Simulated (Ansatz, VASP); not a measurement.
## Cu in VASP and in Ansatz

```xyz
2
Lattice="1.1705 -3.8092 0.0000 1.1705 3.8092 0.0000 0.0000 0.0000 2.5142" Properties=species:S:1:pos:R:3 pbc="T T T"
Cu    1.1705    2.7881    0.6286
Cu    1.1705   -2.7881    1.8857
```

Change from the starting cell: normal strain along x -0.0550, normal strain along y -0.0550.

Alike in both runs: task single point; functional PBE; k mesh 18 × 18 × 18; occupations gaussian, width 0.15 eV; no spin polarisation.

|  | VASP | Ansatz |
| --- | --- | --- |
| version | VASP 6.6.1 | Ansatz 0.2.0 |
| potentials or method | VASP PAW PBE potentials, release 64 (Cu), cutoff 520 eV | scalar-relativistic, plane waves, PAW |
| valence electrons in the cell | 22 | 38 |

```csv
,VASP,Ansatz,Ansatz less VASP
gap on the k mesh at the Fermi level (eV),none,none,-
pressure (GPa),20.2,19.6,-0.55
"traceless stress, the component that is largest in VASP (GPa)",-7.54,-7.62,-0.075
rms of the force components (eV/Å),0.111,0.107,-0.0041
```

Atom by atom the forces differ by 0.004 eV/Å (rms over components). A gap of «none» marks a metal or a gap that the smearing closes. The functional is the same, so the differences come from potentials, cutoffs and numerics. VASP's potentials hold 22 valence electrons a cell and Ansatz's 38, so a difference there can come from the potentials and not from the codes.
